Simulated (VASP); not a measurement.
# Y: relaxation of cell and atoms with r2SCAN

Crystal: Y.

```
Y
1.0
     0.00000    2.48500    2.48500
     2.48500    0.00000    2.48500
     2.48500    2.48500    0.00000
Y
1
Cartesian
  0.0000 0.0000 0.0000
```

| Item | Value |
| --- | --- |
| Program | VASP 6.6.1 |
| Task | relaxation of cell and atoms |
| Functional | r2SCAN |
| Potentials or basis | VASP PAW PBE potentials, release 64 (Y_sv) |
| Cutoff | 600 eV |
| k mesh | 14 × 14 × 14 |
| Occupations | gaussian, width 0.1 eV |
| Spin | no spin polarisation |
| Dipole correction | no |
| Further INCAR settings | ALGO = Normal; EDIFF = 1e-07; IBRION = 2; EDIFFG = -0.005; NSW = 100; ISIF = 3 |

The relaxed volume is 33.25 Å³/atom. The relaxed cell is a = 3.609 Å, b = 3.609 Å, c = 3.609 Å, α = 60.00°, β = 60.00°, γ = 60.00°. The space group after relaxing (to 0.05 Å) is Fm-3m (No. 225). The energy gained by relaxing is 25.9 meV/atom, the ionic steps are 3 and the pressure after relaxing is 0.0 GPa.

Step by step:
```tsv
step	energy change (eV)	largest force (eV/Å)	pressure (GPa)	volume (Å³)
1	0.0000	0.0000	3.42	30.69
2	-0.0252	0.0000	-0.48	33.69
3	-0.0259	0.0000	0.01	33.25
```

Final structure:
```cif
data_structure
_symmetry_space_group_name_H-M 'P 1'
_symmetry_Int_Tables_number 1
_cell_length_a 3.6093
_cell_length_b 3.6093
_cell_length_c 3.6093
_cell_angle_alpha 60.000
_cell_angle_beta 60.000
_cell_angle_gamma 60.000
_cell_volume 33.25
loop_
_atom_site_label
_atom_site_type_symbol
_atom_site_fract_x
_atom_site_fract_y
_atom_site_fract_z
_atom_site_occupancy
Y1 Y 0.00000 0.00000 0.00000 1
```

Levels at points of the mesh, in eV from the Fermi level:
```tsv
k point	band 2	band 3	band 4	band 5	band 6	band 7	band 8	band 9
(0.00, 0.00, 0.00)	-23.29	-23.29	-23.29	-4.98	2.02	2.02	2.02	4.10
(0.50, 0.00, 0.00)	-23.85	-23.36	-23.36	-1.99	0.37	1.84	1.84	5.53
(0.50, 0.50, 0.00)	-23.81	-23.49	-23.49	-1.76	-0.81	1.92	5.56	5.92
```

Wall time 3.9 min on 1 thread of Intel(R) Xeon(R) 6975P-C (Granite Rapids), on a shared host, peak memory 0.22 GiB.

Caveat: the PAW data sets were made with another functional, which shifts forces and pressure a little. Zero-point motion and thermal expansion aren't in these numbers.
